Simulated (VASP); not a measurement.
**InO: single point with PBE**

InO, a slab with vacuum:

```xyz
4
Lattice="3.6459 0.0000 0.0000 -1.8229 3.1574 0.0000 0.0000 0.0000 14.2468" Properties=species:S:1:pos:R:3 pbc="T T T"
In    1.8229    1.0525    8.4059
In    1.8229    1.0525    5.8409
O     0.0000    0.0000    9.1161
O     0.0000    0.0000    5.1307
```

This cell differs from its parent crystal: ratio of the length along z to the lengths across it x 0.85, volume and fractional coordinates fixed.

| Item | Value |
| --- | --- |
| Program | VASP 6.6.1 |
| Task | single point |
| Functional | PBE |
| Potentials or basis | VASP PAW PBE potentials, release 64 (In_d, O) |
| Cutoff | 520 eV |
| k mesh | 12 × 12 × 4 |
| Occupations | gaussian, width 0.03 eV |
| Spin | no spin polarisation |
| Dipole correction | no |
| Further INCAR settings | ALGO = Normal; EDIFF = 1e-07; NBANDS = 27 |

| Item | Value |
| --- | --- |
| Largest force | 2.305 eV/Å |
| Band gap on the k mesh | 0.26 eV, indirect (least direct gap 0.83 eV) |

Forces on the atoms (eV/Å):
```
In   0.000  0.000  2.305
In   0.000  0.000 -2.305
O    0.000  0.000 -0.170
O    0.000  0.000  0.170
```

Levels at points of the mesh, in eV from the valence-band top:
```csv
k point,band 15,band 16,band 17,band 18,band 19,band 20,band 21,band 22,band 23,band 24
"(0.00, 0.00, 0.00)",-1.59,-1.59,-1.52,-1.52,-0.57,0.26,3.37,6.05,6.34,7.83
"(0.50, 0.00, 0.00)",-2.42,-2.31,-2.22,-1.34,-0.23,2.31,3.88,6.07,6.12,7.37
"(0.00, 0.00, 0.50)",-1.59,-1.59,-1.52,-1.52,-0.57,0.26,3.37,5.84,6.77,7.83
"(0.50, 0.00, 0.50)",-2.42,-2.31,-2.22,-1.34,-0.23,2.31,3.88,6.07,6.12,7.37
```

Run time: 11 min on 1 thread of AMD EPYC 7R13, with other jobs on the host, peak memory 0.37 GiB.

Caveat: spin-orbit coupling is left out, which moves the levels of the heavy elements.
